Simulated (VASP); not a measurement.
# NbBiF (P3m1) in VASP: single point with PBE

Aim: the single point of NbBiF with PBE.

Everything below comes from runs of VASP 6.6.1. Logs are shortened: lines on timing, memory, paths and dates and some standing lists are left out, and cuts for length are marked.

## 1. The cell of the first run

The typed cell holds 3 atoms: a = 4.123 Å, b = 4.123 Å, c = 3.753 Å, α = 90.00°, β = 90.00°, γ = 120.00°.

The cell was generated, and may not be a known phase.

## 2. Single point, PBE, collinear spin

Input file INCAR:

```
SYSTEM = NbBiF
PREC = Accurate
ENCUT = 520
EDIFF = 1E-7
ISMEAR = 0
SIGMA = 0.1
LREAL = .FALSE.
LASPH = .TRUE.
NELM = 150
ALGO = Normal
ISIF = 2
LWAVE = .FALSE.
LCHARG = .FALSE.
ISPIN = 2
MAGMOM = 0.56 -0.05 0
LORBIT = 11
LMAXMIX = 4
GGA = PE
NBANDS = 28
```

Input file KPOINTS:

```
regular mesh
0
G
  6 6 4
  0 0 0
```

Input file POSCAR:

```
NbBiF
1.0
    4.1233310139      0.0000000000      0.0000000000
   -2.0616655069      3.5709094062      0.0000000000
    0.0000000000      0.0000000000      3.7529960973
Nb Bi F
1 1 1
Direct
    0.3333333333      0.6666666667      0.8335513831
    0.6666666667      0.3333333333      0.3333764079
    0.0000000000      0.0000000000     -0.1669267809
```

Potentials or basis: VASP PAW PBE potentials, release 64 (Nb_sv, Bi_d, F).

Launch:

```sh
cat potpaw_PBE.64/Nb_sv/POTCAR potpaw_PBE.64/Bi_d/POTCAR potpaw_PBE.64/F/POTCAR > POTCAR
mpirun -np 1 vasp_std > vasp.out
```

OUTCAR:

```text
SYSTEM = NbBiF
   PREC = Accurate
   ENCUT = 520
   EDIFF = 1E-7
   ISMEAR = 0
   LREAL = .FALSE.
   LASPH = .TRUE.
   NELM = 150
   ISIF = 2
   ISPIN = 2
   LORBIT = 11
   GGA = PE

 ion  position               nearest neighbor table
   1  0.333  0.667  0.834-   3 2.38   3 2.38   3 2.38   2 3.03   2 3.03   2 3.03   2 3.03   2 3.03
                             2 3.03
   2  0.667  0.333  0.333-   1 3.03   1 3.03   1 3.03   1 3.03   1 3.03   1 3.03
   3  0.000  0.000  0.833-   1 2.38   1 2.38   1 2.38

  LATTYP: Found a hexagonal cell.
 ALAT       =     4.1233310139
 C/A-ratio  =     0.9101854992

  Lattice vectors:

 A1 = (   4.1233310139,   0.0000000000,   0.0000000000)
 A2 = (  -2.0616655069,   3.5709094062,   0.0000000000)
 A3 = (   0.0000000000,   0.0000000000,   3.7529960973)

Analysis of symmetry for initial positions (statically):
=====================================================================
 Subroutine PRICEL returns:
 Original cell was already a primitive cell.

 Routine SETGRP: Setting up the symmetry group for a
 hexagonal supercell.

 Subroutine GETGRP returns: Found  6 space group operations
 (whereof  6 operations were pure point group operations)
 out of a pool of 24 trial point group operations.

The static configuration has the point symmetry C_3v.

Analysis of symmetry for dynamics (positions and initial velocities):
=====================================================================
 Subroutine PRICEL returns:
 Original cell was already a primitive cell.

 Routine SETGRP: Setting up the symmetry group for a
 hexagonal supercell.

 Subroutine GETGRP returns: Found  6 space group operations
 (whereof  6 operations were pure point group operations)
 out of a pool of 24 trial point group operations.

The dynamic configuration has the point symmetry C_3v.

Analysis of structural, dynamic, and magnetic symmetry:
=====================================================================
 Subroutine PRICEL returns:
 Original cell was already a primitive cell.

 Routine SETGRP: Setting up the symmetry group for a
 hexagonal supercell.

 Subroutine GETGRP returns: Found  6 space group operations
 (whereof  6 operations were pure point group operations)
 out of a pool of 24 trial point group operations.

The overall configuration has the point symmetry C_3v.

 Subroutine INISYM returns: Found  6 space group operations
 (whereof  6 operations are pure point group operations),
 and found     1 'primitive' translations

----------------------------------------------------------------------------------------

                                     Primitive cell

  volume of cell :      55.2593

  direct lattice vectors                    reciprocal lattice vectors
     4.123331014  0.000000000  0.000000000     0.242522368  0.140020354  0.000000000
    -2.061665507  3.570909406  0.000000000     0.000000000  0.280040708  0.000000000
     0.000000000  0.000000000  3.752996097     0.000000000  0.000000000  0.266453781

  length of vectors
     4.123331014  4.123331014  3.752996097     0.280040708  0.280040708  0.266453781

  position of ions in fractional coordinates (direct lattice)
     0.333333333  0.666666667  0.833551383
     0.666666667  0.333333333  0.333376408
     0.000000000  0.000000000  0.833073219

  ion indices of the primitive-cell ions
   primitive index   ion index
                 1           1
                 2           2
                 3           3

----------------------------------------------------------------------------------------

 KPOINTS: regular mesh

Automatic generation of k-mesh.
 Grid dimensions read from file:
 generate k-points for:    6    6    4

 Generating k-lattice:

  Cartesian coordinates                     Fractional coordinates (reciprocal lattice)
     0.040420395  0.023336726  0.000000000     0.166666667  0.000000000  0.000000000
     0.000000000  0.046673451  0.000000000     0.000000000  0.166666667  0.000000000
     0.000000000  0.000000000  0.066613445     0.000000000  0.000000000  0.250000000

  Length of vectors
     0.046673451  0.046673451  0.066613445

  Shift w.r.t. Gamma in fractional coordinates (k-lattice)
     0.000000000  0.000000000  0.000000000

 Subroutine IBZKPT returns following result:
 ===========================================

 Found     24 irreducible k-points:

 Following reciprocal coordinates:
            Coordinates               Weight
  0.000000  0.000000  0.000000      1.000000
  0.166667  0.000000  0.000000      6.000000
  0.333333  0.000000  0.000000      6.000000
  0.500000  0.000000  0.000000      3.000000
  0.166667  0.166667  0.000000      6.000000
  0.333333  0.166667  0.000000     12.000000
[... 16 lines left out ...]
  0.333333  0.166667  0.500000     12.000000
  0.333333  0.333333  0.500000      2.000000
   k-points           NKPTS =     24   k-points in BZ     NKDIM =     24   number of bands    NBANDS=     28
   number of dos      NEDOS =    301   number of ions     NIONS =      3
   total plane-waves  NPLWV =  28672
   dimension x,y,z NGX =    32 NGY =   32 NGZ =   28
   dimension x,y,z NGXF=    64 NGYF=   64 NGZF=   56
   ions per type =               1   1   1
   NGX,Y,Z   is equivalent  to a cutoff of  12.90, 12.90, 12.40 a.u.
   NGXF,Y,Z  is equivalent  to a cutoff of  25.80, 25.80, 24.81 a.u.
 SYSTEM =  NbBiF
   PREC   = accura    normal or accurate (medium, high low for compatibility)
   ISTART =      0    job   : 0-new  1-cont  2-samecut
   ICHARG =      2    charge: 1-file 2-atom 10-const
   ISPIN  =      2    spin polarized calculation?
   LNONCOLLINEAR =      F non collinear calculations
   LSORBIT =      F    spin-orbit coupling
   LASPH  =      T    aspherical Exc in radial PAW
   ENCUT  =  520.0 eV  38.22 Ry    6.18 a.u.   7.67  7.67  6.98*2*pi/ulx,y,z
   NELM   =    150;   NELMIN=  2; NELMDL= -5     # of ELM steps
   EDIFF  = 0.1E-06   stopping-criterion for ELM
   LREAL  =      F    real-space projection
   EDIFFG = 0.1E-05   stopping-criterion for IOM
   NSW    =      0    number of steps for IOM
   IBRION =     -1    ionic relax: 0-MD 1-quasi-New 2-CG
   NFREE  =      0    steps in history (QN), initial steepest desc. (CG)
   ISIF   =      2    stress and relaxation
   ISYM   =      2    0-nonsym 1-usesym 2-fastsym
   POTIM  = 0.5000    time-step for ionic-motion
   TEBEG  =    0.0;   TEEND  =   0.0 temperature during run
   PSTRESS=    0.0 pullay stress
   NELECT =      35.0000    total number of electrons
   NUPDOWN=      -1.0000    fix difference up-down
   EMIN   =  10.00;   EMAX   =-10.00  energy-range for DOS
   EFERMI =   0.00;   METHOD = LEGACY
   ISMEAR =     0;   SIGMA  =   0.10  broadening in eV -4-tet -1-fermi 0-gaus
   EFERMI_NEDOS =   21; number of points for ismear=-14 and -15
   IALGO  =     38    algorithm
   IMIX   =      4    mixing-type and parameters
     AMIX     =   0.40;   BMIX     =  1.00
     AMIX_MAG =   1.60;   BMIX_MAG =  1.00
  volume/ion in A,a.u.               =      18.42       124.30
  Fermi-wavevector in a.u.,A,eV,Ry     =   1.405926  2.656815 26.893656  1.976628
  Thomas-Fermi vector in A             =   2.528338
   LORBIT       =     11    0 simple, 1 ext, 2 COOP (PROOUT), +10 PAW based schemes
   GGA     = PE    functional components
   LHFCALC =     F    Hartree Fock is set to
   AEXX    =    0.0000 exact exchange contribution
   IVDW    =     0    specifies the selected vdW correction
   LEPSILON=     F    determine dielectric tensor
   LRPA    =     F    only Hartree local field effects (RPA)
 spin polarized calculation
 Gauss-broadening in eV      SIGMA  =   0.10
  energy-cutoff  :      520.00
  volume of cell :       55.26
 maximum number of plane-waves:      1508
 NGX is ok and might be reduce to    32
   NGX = 15   NGY = 15   NGZ = 13

 number of electron      34.9999999 magnetization       0.7096529

 Free energy of the ion-electron system (eV)
  ---------------------------------------------------
  ext. energy  EPLUGINS =         0.00000000
  ---------------------------------------------------
  free energy    TOTEN  =       -17.88628079 eV

  energy without entropy =      -17.87444598  energy(sigma->0) =      -17.88036339

 E-fermi :   9.2808     XC(G=0): -11.2729

 val. band max:        9.2685862418   @ k =   0.1667   0.1667   0.5000
 cond. band min:       9.2852487490   @ k =  -0.1667   0.5000   0.2500
 fundamental gap:      0.0166625072
 Fermi energy:         9.2808092622

 spin component 1

 k-point     1 :       0.0000    0.0000    0.0000
  band No.  band energies     occupation
      1     -47.0119      1.00000
      2     -23.1713      1.00000
      3     -23.1713      1.00000
      4     -22.8705      1.00000
      5     -15.7172      1.00000
      6     -13.4467      1.00000
[... 20 lines left out ...]
     27      20.9692      0.00000
     28      22.1558      0.00000
[... 683 lines left out ...]
 k-point    24 :       0.3333    0.3333    0.5000
  band No.  band energies     occupation
      1     -47.0064      1.00000
      2     -23.2399      1.00000
      3     -23.1918      1.00000
      4     -22.9313      1.00000
      5     -15.5584      1.00000
      6     -13.4500      1.00000
[... 20 lines left out ...]
     27      20.9582      0.00000
     28      21.4578      0.00000
 Fermi energy:         9.2808092622

 spin component 2

 k-point     1 :       0.0000    0.0000    0.0000
  band No.  band energies     occupation
      1     -46.5681      1.00000
      2     -22.6581      1.00000
      3     -22.6581      1.00000
      4     -22.3798      1.00000
      5     -15.7197      1.00000
      6     -13.4626      1.00000
[... 20 lines left out ...]
     27      21.0634      0.00000
     28      22.2485      0.00000
[... 683 lines left out ...]
 k-point    24 :       0.3333    0.3333    0.5000
  band No.  band energies     occupation
      1     -46.5626      1.00000
      2     -22.7323      1.00000
      3     -22.6788      1.00000
      4     -22.4416      1.00000
      5     -15.5566      1.00000
      6     -13.4591      1.00000
[... 20 lines left out ...]
     27      21.0143      0.00000
     28      21.6249      0.00000

------------------------ aborting loop because EDIFF is reached ----------------------------------------

  FORCE on cell =-STRESS in cart. coord.  units (eV):
  Direction    XX          YY          ZZ          XY          YZ          ZX
  --------------------------------------------------------------------------------------
  -------------------------------------------------------------------------------------
  Total       -0.0820397     -0.0820397     -0.1695795     -0.0000000      0.0000000      0.0000000
  in kB       -2.3786430     -2.3786430     -4.9167576     -0.0000000      0.0000000      0.0000000
  external PRESSURE =      -3.2246812 kB  Pullay stress =       0.0000000 kB

 VOLUME and BASIS-vectors are now :
 -----------------------------------------------------------------------------
  energy-cutoff  :      520.00
  volume of cell :       55.26
      direct lattice vectors                 reciprocal lattice vectors
     4.123331014  0.000000000  0.000000000     0.242522368  0.140020354  0.000000000
    -2.061665507  3.570909406  0.000000000     0.000000000  0.280040708  0.000000000
     0.000000000  0.000000000  3.752996097     0.000000000  0.000000000  0.266453781

 POSITION                                       TOTAL-FORCE (eV/Angst)
 -----------------------------------------------------------------------------------
     -0.00000      2.38061      3.12832        -0.000000     -0.000000     -0.005880
      2.06167      1.19030      1.25116         0.000000      0.000000      0.001896
      0.00000      0.00000      3.12652         0.000000      0.000000      0.003983
 -----------------------------------------------------------------------------------
    total drift:                                0.000001     -0.000000     -0.000385

  FREE ENERGIE OF THE ION-ELECTRON SYSTEM (eV)
  ---------------------------------------------------
  free  energy   TOTEN  =       -17.8862807940 eV

  energy  without entropy=      -17.8744459809  energy(sigma->0) =      -17.88036339

 total charge

# of ion       s       p       d       tot
------------------------------------------
    1        2.116   5.961   2.397  10.473
    2        1.452   1.605   9.921  12.977
    3        1.754   4.307   0.000   6.061
--------------------------------------------------
tot          5.322  11.872  12.317  29.511

 magnetization (x)

# of ion       s       p       d       tot
------------------------------------------
    1        0.006   0.003   0.630   0.639
    2       -0.004  -0.066   0.009  -0.060
    3        0.006  -0.011   0.000  -0.006
--------------------------------------------------
tot          0.008  -0.074   0.639   0.573
```

It took 58 s on 1 thread of AMD EPYC 7R13 (Zen 3), shared host; peak memory 0.19 GiB.

What came out:

* Free energy: -17.8863 eV
* Pressure: -0.3 GPa
* Largest force: 0.006 eV/Å
* Net moment: 0.71 μB per cell
* Site moments: Nb +0.64; Bi -0.06; F -0.01 μB
* Valence electrons inside the program's atomic spheres: Nb 10.47; Bi 12.98; F 6.06

Forces in eV/Å, atoms in the order of the input:
```
Nb   0.000  0.000 -0.006
Bi   0.000  0.000  0.002
F    0.000  0.000  0.004
```

Caveat: the k points lie up to 0.42 Å⁻¹ apart; spin-orbit coupling is left out, which moves the levels of the heavy elements.
